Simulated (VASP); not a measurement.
# TaN (Fm-3m) in VASP: a series of runs

TaN is run at these levels: r2SCAN; tasks: single point.

All numbers are computed with VASP 6.6.1; they aren't measurements. Logs are shortened: lines on timing, memory, paths and dates and some standing lists are left out, and cuts for length are marked.

### Step 1. The cell of the first run

It takes space group Fm-3m (No. 225, cubic). Conventional cell: a = 4.398 Å, b = 4.398 Å, c = 4.398 Å, α = 90.00°, β = 90.00°, γ = 90.00°. Ta (site symmetry m-3m) has 6 N at 2.20 Å within 2.9 Å. Within 2.9 Å of N (site symmetry m-3m) lie 6 Ta at 2.20 Å.

### Step 2. Single point, r2SCAN

Contents of POSCAR:

```
TaN
1.0
    0.0000000000      2.1989133455      2.1989133455
    2.1989133455      0.0000000000      2.1989133455
    2.1989133455      2.1989133455      0.0000000000
Ta N
1 1
Direct
    0.5000000000      0.5000000000      0.5000000000
    0.0000000000      0.0000000000      0.0000000000
```

Contents of INCAR.step1:

```
SYSTEM = TaN
PREC = Accurate
ENCUT = 660
ISMEAR = 0
SIGMA = 0.1
LREAL = .FALSE.
LASPH = .TRUE.
NELM = 120
NBANDS = 16
GGA = PE
ALGO = Normal
EDIFF = 1E-5
LWAVE = .TRUE.
LCHARG = .FALSE.
GGA_COMPAT = .FALSE.
```

Contents of INCAR.step2:

```
SYSTEM = TaN
PREC = Accurate
ENCUT = 660
EDIFF = 1E-6
ISMEAR = 0
SIGMA = 0.1
LREAL = .FALSE.
LASPH = .TRUE.
NELM = 120
ALGO = Normal
ISIF = 2
LWAVE = .FALSE.
LCHARG = .FALSE.
METAGGA = R2SCAN
LMIXTAU = .TRUE.
NBANDS = 16
ISTART = 1
GGA_COMPAT = .FALSE.
```

Contents of KPOINTS:

```
regular mesh
0
G
  8 8 8
  0 0 0
```

Potentials or basis: VASP PAW PBE potentials, release 64 (Ta_sv_GW, N).

Run with:

```
cat potpaw_PBE.64/Ta_sv_GW/POTCAR potpaw_PBE.64/N/POTCAR > POTCAR
cp INCAR.step1 INCAR
mpirun -np 1 vasp_std > vasp.out
cp INCAR.step2 INCAR
mpirun -np 1 vasp_std > vasp.out
```

OUTCAR:

```text
SYSTEM = TaN
   PREC = Accurate
   ENCUT = 660
   EDIFF = 1E-6
   ISMEAR = 0
   LREAL = .FALSE.
   LASPH = .TRUE.
   NELM = 120
   ISIF = 2
   METAGGA = R2SCAN
   ISTART = 1

 ion  position               nearest neighbor table
   1  0.500  0.500  0.500-   2 2.20   2 2.20   2 2.20   2 2.20   2 2.20   2 2.20
   2  0.000  0.000  0.000-   1 2.20   1 2.20   1 2.20   1 2.20   1 2.20   1 2.20

  LATTYP: Found a face centered cubic cell.
 ALAT       =     4.3978266910

  Lattice vectors:

 A1 = (   0.0000000000,   2.1989133455,   2.1989133455)
 A2 = (   2.1989133455,   0.0000000000,   2.1989133455)
 A3 = (   2.1989133455,   2.1989133455,   0.0000000000)

Analysis of symmetry for initial positions (statically):
=====================================================================
 Subroutine PRICEL returns:
 Original cell was already a primitive cell.

 Routine SETGRP: Setting up the symmetry group for a
 face centered cubic supercell.

 Subroutine GETGRP returns: Found 48 space group operations
 (whereof 48 operations were pure point group operations)
 out of a pool of 48 trial point group operations.

The static configuration has the point symmetry O_h .

Analysis of symmetry for dynamics (positions and initial velocities):
=====================================================================
 Subroutine PRICEL returns:
 Original cell was already a primitive cell.

 Routine SETGRP: Setting up the symmetry group for a
 face centered cubic supercell.

 Subroutine GETGRP returns: Found 48 space group operations
 (whereof 48 operations were pure point group operations)
 out of a pool of 48 trial point group operations.

The dynamic configuration has the point symmetry O_h .

 Subroutine INISYM returns: Found 48 space group operations
 (whereof 48 operations are pure point group operations),
 and found     1 'primitive' translations

----------------------------------------------------------------------------------------

                                     Primitive cell

  volume of cell :      21.2645

  direct lattice vectors                    reciprocal lattice vectors
     0.000000000  2.198913345  2.198913345    -0.227385040  0.227385040  0.227385040
     2.198913345  0.000000000  2.198913345     0.227385040 -0.227385040  0.227385040
     2.198913345  2.198913345  0.000000000     0.227385040  0.227385040 -0.227385040

  length of vectors
     3.109733076  3.109733076  3.109733076     0.393842443  0.393842443  0.393842443

  position of ions in fractional coordinates (direct lattice)
     0.500000000  0.500000000  0.500000000
     0.000000000  0.000000000  0.000000000

  ion indices of the primitive-cell ions
   primitive index   ion index
                 1           1
                 2           2

----------------------------------------------------------------------------------------

 KPOINTS: regular mesh

Automatic generation of k-mesh.
 Grid dimensions read from file:
 generate k-points for:    8    8    8

 Generating k-lattice:

  Cartesian coordinates                     Fractional coordinates (reciprocal lattice)
    -0.028423130  0.028423130  0.028423130     0.125000000  0.000000000  0.000000000
     0.028423130 -0.028423130  0.028423130     0.000000000  0.125000000  0.000000000
     0.028423130  0.028423130 -0.028423130     0.000000000  0.000000000  0.125000000

  Length of vectors
     0.049230305  0.049230305  0.049230305

  Shift w.r.t. Gamma in fractional coordinates (k-lattice)
     0.000000000  0.000000000  0.000000000

 Subroutine IBZKPT returns following result:
 ===========================================

 Found     29 irreducible k-points:

 Following reciprocal coordinates:
            Coordinates               Weight
  0.000000  0.000000  0.000000      1.000000
  0.125000  0.000000  0.000000      8.000000
  0.250000  0.000000  0.000000      8.000000
  0.375000  0.000000  0.000000      8.000000
  0.500000  0.000000  0.000000      4.000000
  0.125000  0.125000  0.000000      6.000000
[... 16 lines left out ...]
  0.500000  0.250000  0.125000     48.000000
 -0.375000  0.250000  0.125000     24.000000
 [... further k-points ...]
   k-points           NKPTS =     29   k-points in BZ     NKDIM =     29   number of bands    NBANDS=     16
   number of dos      NEDOS =    301   number of ions     NIONS =      2
   total plane-waves  NPLWV =  21952
   dimension x,y,z NGX =    28 NGY =   28 NGZ =   28
   dimension x,y,z NGXF=    56 NGYF=   56 NGZF=   56
   ions per type =               1   1
   NGX,Y,Z   is equivalent  to a cutoff of  14.97, 14.97, 14.97 a.u.
   NGXF,Y,Z  is equivalent  to a cutoff of  29.94, 29.94, 29.94 a.u.
 SYSTEM =  TaN
   PREC   = accura    normal or accurate (medium, high low for compatibility)
   ISTART =      1    job   : 0-new  1-cont  2-samecut
   ICHARG =      0    charge: 1-file 2-atom 10-const
   ISPIN  =      1    spin polarized calculation?
   LNONCOLLINEAR =      F non collinear calculations
   LSORBIT =      F    spin-orbit coupling
   LASPH  =      T    aspherical Exc in radial PAW
   ENCUT  =  660.0 eV  48.51 Ry    6.96 a.u.   6.51  6.51  6.51*2*pi/ulx,y,z
   NELM   =    120;   NELMIN=  2; NELMDL=  0     # of ELM steps
   EDIFF  = 0.1E-05   stopping-criterion for ELM
   LREAL  =      F    real-space projection
   EDIFFG = 0.1E-04   stopping-criterion for IOM
   NSW    =      0    number of steps for IOM
   IBRION =     -1    ionic relax: 0-MD 1-quasi-New 2-CG
   NFREE  =      0    steps in history (QN), initial steepest desc. (CG)
   ISIF   =      2    stress and relaxation
   ISYM   =      2    0-nonsym 1-usesym 2-fastsym
   POTIM  = 0.5000    time-step for ionic-motion
   TEBEG  =    0.0;   TEEND  =   0.0 temperature during run
   PSTRESS=    0.0 pullay stress
   NELECT =      18.0000    total number of electrons
   NUPDOWN=      -1.0000    fix difference up-down
   EMIN   =  10.00;   EMAX   =-10.00  energy-range for DOS
   EFERMI =   0.00;   METHOD = LEGACY
   ISMEAR =     0;   SIGMA  =   0.10  broadening in eV -4-tet -1-fermi 0-gaus
   EFERMI_NEDOS =   21; number of points for ismear=-14 and -15
   IALGO  =     38    algorithm
   IMIX   =      4    mixing-type and parameters
     AMIX     =   0.40;   BMIX     =  1.00
     AMIX_MAG =   1.60;   BMIX_MAG =  1.00
  volume/ion in A,a.u.               =      10.63        71.75
  Fermi-wavevector in a.u.,A,eV,Ry     =   1.548630  2.926486 32.630221  2.398254
  Thomas-Fermi vector in A             =   2.653552
   LORBIT       =      0    0 simple, 1 ext, 2 COOP (PROOUT), +10 PAW based schemes
   METAGGA = R2SCAN    functional components
   LHFCALC =     F    Hartree Fock is set to
   AEXX    =    0.0000 exact exchange contribution
   IVDW    =     0    specifies the selected vdW correction
   LEPSILON=     F    determine dielectric tensor
   LRPA    =     F    only Hartree local field effects (RPA)
 non-spin polarized calculation
 Gauss-broadening in eV      SIGMA  =   0.10
  energy-cutoff  :      660.00
  volume of cell :       21.26
 maximum number of plane-waves:       869
 NGX is ok and might be reduce to    28
   NGX = 13   NGY = 13   NGZ = 13

 number of electron      18.0000000 magnetization

 Free energy of the ion-electron system (eV)
  ---------------------------------------------------
  ext. energy  EPLUGINS =         0.00000000
  ---------------------------------------------------
  free energy    TOTEN  =       -62.18492680 eV

  energy without entropy =      -62.18227246  energy(sigma->0) =      -62.18359963

 E-fermi :  13.9292     XC(G=0): -14.7567

 val. band max:       13.8418221782   @ k =  -0.2500   0.3750   0.1250
 cond. band min:      14.0460740829   @ k =   0.0000   0.0000   0.0000
 fundamental gap:      0.2042519048
 Fermi energy:        13.9291516907

 k-point     1 :       0.0000    0.0000    0.0000
  band No.  band energies     occupation
      1     -57.7801      2.00000
      2     -23.2604      2.00000
      3     -23.2604      2.00000
      4     -23.2604      2.00000
      5      -6.1218      2.00000
      6       9.7208      2.00000
[... 8 lines left out ...]
     15      23.5733      0.00000
     16      38.4991      0.00000

 k-point     2 :       0.1250    0.0000    0.0000
  band No.  band energies     occupation
      1     -57.7714      2.00000
      2     -23.3979      2.00000
      3     -23.2725      2.00000
      4     -23.2725      2.00000
      5      -5.7512      2.00000
      6       8.1664      2.00000
[... 8 lines left out ...]
     15      24.6856      0.00000
     16      34.9290      0.00000

 k-point     3 :       0.2500    0.0000    0.0000
  band No.  band energies     occupation
      1     -57.7505      2.00000
      2     -23.7165      2.00000
      3     -23.3017      2.00000
      4     -23.3017      2.00000
      5      -4.7967      2.00000
      6       5.8088      2.00000
[... 8 lines left out ...]
     15      26.5771      0.00000
     16      31.8992      0.00000

 k-point     4 :       0.3750    0.0000    0.0000
  band No.  band energies     occupation
      1     -57.7295      2.00000
      2     -24.0182      2.00000
      3     -23.3305      2.00000
      4     -23.3305      2.00000
      5      -3.6838      2.00000
      6       3.8733      2.00000
[... 8 lines left out ...]
     15      26.2015      0.00000
     16      28.2463      0.00000
[... 324 lines left out ...]
 k-point    22 :       0.3750    0.2500    0.1250
  band No.  band energies     occupation
      1     -57.7349      2.00000
      2     -23.7748      2.00000
      3     -23.4606      2.00000
      4     -23.3482      2.00000
      5      -4.4673      2.00000
      6       5.0318      2.00000
[... 8 lines left out ...]
     15      27.4030      0.00000
     16      27.9412      0.00000

 k-point    23 :       0.5000    0.2500    0.1250
  band No.  band energies     occupation
      1     -57.7180      2.00000
      2     -23.9324      2.00000
      3     -23.5418      2.00000
      4     -23.3913      2.00000
      5      -3.9318      2.00000
      6       4.5108      2.00000
[... 8 lines left out ...]
     15      25.2342      0.00000
     16      27.4575      0.00000

 k-point    24 :      -0.3750    0.2500    0.1250
  band No.  band energies     occupation
      1     -57.7110      2.00000
      2     -24.0002      2.00000
      3     -23.5631      2.00000
      4     -23.4175      2.00000
      5      -3.7086      2.00000
      6       4.2918      2.00000
[... 8 lines left out ...]
     15      24.8468      0.00000
     16      27.3494      0.00000

 [... further k-points ...]

------------------------ aborting loop because EDIFF is reached ----------------------------------------

  FORCE on cell =-STRESS in cart. coord.  units (eV):
  Direction    XX          YY          ZZ          XY          YZ          ZX
  --------------------------------------------------------------------------------------
  -------------------------------------------------------------------------------------
  Total       -0.0275333     -0.0275333     -0.0275333      0.0000000      0.0000000      0.0000000
  in kB       -2.0745052     -2.0745052     -2.0745052      0.0000000      0.0000000      0.0000000
  external PRESSURE =      -2.0745052 kB  Pullay stress =       0.0000000 kB

 VOLUME and BASIS-vectors are now :
 -----------------------------------------------------------------------------
  energy-cutoff  :      660.00
  volume of cell :       21.26
      direct lattice vectors                 reciprocal lattice vectors
     0.000000000  2.198913345  2.198913345    -0.227385040  0.227385040  0.227385040
     2.198913345  0.000000000  2.198913345     0.227385040 -0.227385040  0.227385040
     2.198913345  2.198913345  0.000000000     0.227385040  0.227385040 -0.227385040

 POSITION                                       TOTAL-FORCE (eV/Angst)
 -----------------------------------------------------------------------------------
      2.19891      2.19891      2.19891        -0.000000      0.000000      0.000000
      0.00000      0.00000      0.00000         0.000000     -0.000000     -0.000000
 -----------------------------------------------------------------------------------
    total drift:                                0.000000      0.000000      0.000000

  FREE ENERGIE OF THE ION-ELECTRON SYSTEM (eV)
  ---------------------------------------------------
  free  energy   TOTEN  =       -62.1849268028 eV

  energy  without entropy=      -62.1822724575  energy(sigma->0) =      -62.18359963
```

Run time: 62 s. Hardware: 1 thread of Intel Xeon 6975P-C (Granite Rapids), shared host; peak memory 0.18 GiB.

Results:

| Item | Value |
| --- | --- |
| Free energy | -62.1849 eV |
| Pressure | -0.2 GPa |
| Band gap on the k mesh | zero (band 9 reaches 15.81 eV, above the bottom of band 10 at 11.72 eV) |

Levels at points of the mesh, in eV from the Fermi level:
| k point | band 5 | band 6 | band 7 | band 8 | band 9 | band 10 | band 11 | band 12 | band 13 | band 14 |
| --- | --- | --- | --- | --- | --- | --- | --- | --- | --- | --- |
| (0.00, 0.00, 0.00) | -20.05 | -4.21 | -4.21 | -4.21 | -2.21 | -2.21 | -2.21 | 0.12 | 0.12 | 1.72 |
| (0.50, 0.00, 0.00) | -17.06 | -10.87 | -8.03 | -8.03 | 1.88 | 1.88 | 2.01 | 3.99 | 7.79 | 7.79 |
| (0.50, 0.50, 0.00) | -18.82 | -7.14 | -5.65 | -5.06 | -5.06 | 2.20 | 3.50 | 3.50 | 4.68 | 7.35 |

Caveat: the PAW data sets were made with another functional, which shifts forces and pressure a little; spin-orbit coupling is left out, which moves the levels of the heavy elements.

### Step 3. Single point, r2SCAN (volume scaled by 0.94)

Contents of POSCAR:

```
TaN
1.0
    0.0000000000      2.1533911456      2.1533911456
    2.1533911456      0.0000000000      2.1533911456
    2.1533911456      2.1533911456      0.0000000000
Ta N
1 1
Direct
    0.5000000000      0.5000000000      0.5000000000
    0.0000000000      0.0000000000      0.0000000000
```

Contents of INCAR.step1:

```
PREC = Accurate
ENCUT = 660
ISMEAR = 0
SIGMA = 0.1
LREAL = False
LASPH = True
NELM = 120
NBANDS = 16
GGA = PE
ALGO = Normal
EDIFF = 1E-5
LWAVE = True
LCHARG = False
GGA_COMPAT = False
```

Contents of INCAR.step2:

```
PREC = Accurate
ENCUT = 660
EDIFF = 1E-6
ISMEAR = 0
SIGMA = 0.1
LREAL = False
LASPH = True
NELM = 120
ALGO = Normal
ISIF = 2
LWAVE = False
LCHARG = False
METAGGA = R2SCAN
LMIXTAU = True
NBANDS = 16
ISTART = 1
GGA_COMPAT = False
```

Contents of KPOINTS:

```
regular mesh
0
Gamma
  16 16 16
```

Potentials or basis: VASP PAW PBE potentials, release 64 (Ta_sv_GW, N).

Run with:

```
cat potpaw_PBE.64/Ta_sv_GW/POTCAR potpaw_PBE.64/N/POTCAR > POTCAR
cp INCAR.step1 INCAR
mpirun -np 1 vasp_std > vasp.out
cp INCAR.step2 INCAR
mpirun -np 1 vasp_std > vasp.out
```

It took 2.5 min on 1 thread of Intel Xeon Platinum 8488C (Sapphire Rapids), shared host; peak memory 0.23 GiB.

Results (log left out):

* Free energy: -62.1116 eV
* Pressure: 25.0 GPa
* Band gap on the k mesh: zero (band 9 reaches 17.01 eV, above the bottom of band 10 at 12.53 eV)

Levels at points of the mesh, in eV from the Fermi level:
| k point | band 5 | band 6 | band 7 | band 8 | band 9 | band 10 | band 11 | band 12 | band 13 | band 14 |
| --- | --- | --- | --- | --- | --- | --- | --- | --- | --- | --- |
| (0.00, 0.00, 0.00) | -20.52 | -4.34 | -4.34 | -4.34 | -2.33 | -2.33 | -2.33 | 0.19 | 0.19 | 2.33 |
| (0.50, 0.00, 0.00) | -17.13 | -11.36 | -8.46 | -8.46 | 2.15 | 2.15 | 2.28 | 4.24 | 8.55 | 8.55 |
| (0.50, 0.50, 0.00) | -19.29 | -7.20 | -6.05 | -5.15 | -5.15 | 2.47 | 3.94 | 3.94 | 5.44 | 8.19 |

Caveat: the PAW data sets were made with another functional, which shifts forces and pressure a little; spin-orbit coupling is left out, which moves the levels of the heavy elements.

### Step 4. Single point, r2SCAN (volume scaled by 0.97)

Contents of POSCAR:

```
TaN
1.0
    0.0000000000      2.1760600867      2.1760600867
    2.1760600867      0.0000000000      2.1760600867
    2.1760600867      2.1760600867      0.0000000000
Ta N
1 1
Direct
    0.5000000000      0.5000000000      0.5000000000
    0.0000000000      0.0000000000      0.0000000000
```

Contents of INCAR.step1:

```
PREC     = Accurate       # precision mode
ENCUT    = 660            # plane-wave cutoff, eV
ISMEAR   = 0              # smearing method
SIGMA    = 0.1            # smearing width, eV
LREAL    = False          # projectors in reciprocal space
LASPH    = True           # aspherical terms in the spheres
NELM     = 120            # most SCF steps
NBANDS   = 16             # bands
GGA      = PE             # functional
ALGO     = Normal         # electronic algorithm
EDIFF    = 1E-5           # SCF threshold, eV
LWAVE    = True           # write WAVECAR
LCHARG   = False          # write CHGCAR
GGA_COMPAT= False
```

Contents of INCAR.step2:

```
PREC     = Accurate       # precision mode
ENCUT    = 660            # plane-wave cutoff, eV
EDIFF    = 1E-6           # SCF threshold, eV
ISMEAR   = 0              # smearing method
SIGMA    = 0.1            # smearing width, eV
LREAL    = False          # projectors in reciprocal space
LASPH    = True           # aspherical terms in the spheres
NELM     = 120            # most SCF steps
ALGO     = Normal         # electronic algorithm
ISIF     = 2              # what is computed and relaxed
LWAVE    = False          # write WAVECAR
LCHARG   = True           # write CHGCAR
METAGGA  = R2SCAN         # meta-GGA
LMIXTAU  = True         
LELF     = True           # ELF
LVHAR    = True         
NBANDS   = 16             # bands
ISTART   = 1            
GGA_COMPAT= False
```

Contents of KPOINTS:

```
Automatic mesh
0
Gamma
  16 16 16
```

Run with:

```
cat potpaw_PBE.64/Ta_sv_GW/POTCAR potpaw_PBE.64/N/POTCAR > POTCAR
cp INCAR.step1 INCAR
mpirun -np 1 vasp_std > vasp.out
cp INCAR.step2 INCAR
mpirun -np 1 vasp_std > vasp.out
```

It took 3.1 min on 1 thread of Intel Xeon Platinum 8375C at 2.90GHz (Ice Lake), shared host; peak memory 0.23 GiB.

The run converged. Its results:

| Quantity | Value |
| --- | --- |
| Free energy | -62.1843 eV |
| Pressure | 11.5 GPa |
| Band gap on the k mesh | zero (band 9 reaches 16.40 eV, above the bottom of band 10 at 12.12 eV) |

Levels at points of the mesh, in eV from the Fermi level:
| k point | band 5 | band 6 | band 7 | band 8 | band 9 | band 10 | band 11 | band 12 | band 13 | band 14 |
| --- | --- | --- | --- | --- | --- | --- | --- | --- | --- | --- |
| (0.00, 0.00, 0.00) | -20.26 | -4.24 | -4.24 | -4.24 | -2.24 | -2.24 | -2.24 | 0.18 | 0.18 | 2.05 |
| (0.50, 0.00, 0.00) | -17.07 | -11.08 | -8.21 | -8.21 | 2.04 | 2.04 | 2.18 | 4.14 | 8.19 | 8.19 |
| (0.50, 0.50, 0.00) | -19.02 | -7.15 | -5.82 | -5.07 | -5.07 | 2.36 | 3.75 | 3.75 | 5.08 | 7.80 |

Caveat: the PAW data sets were made with another functional, which shifts forces and pressure a little; spin-orbit coupling is left out, which moves the levels of the heavy elements.

[end of part 1 of 2]
